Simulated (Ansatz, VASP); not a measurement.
# Sb in VASP and in Ansatz

```
CELL_PARAMETERS angstrom
3.09604 0.00000 0.00000
0.00000 3.09604 0.00000
0.00000 0.00000 3.09604
ATOMIC_POSITIONS crystal
Sb 0.00000 0.00000 0.00000
```

Change from the starting cell: volume scaled by 0.9405, crystal datasets.

Alike in both runs: task electric field gradients; functional PBE; k mesh 12 × 12 × 12; occupations fermi-dirac, width 0.08 eV; no spin polarisation.

```csv
,VASP,Ansatz
version,VASP 6.6.1,Ansatz 0.2.0
potentials or method,"VASP PAW PBE potentials, release 64 (Sb), cutoff 520 eV","all-electron PAW with datasets made for the crystal, scalar-relativistic"
```

|  | VASP | Ansatz | Ansatz less VASP |
| --- | --- | --- | --- |
| pressure (GPa) | 0.8 | 0.8 | +0.03 |

Ansatz ran all-electron here, and VASP with PAW potentials.

Spin-orbit coupling is off throughout.
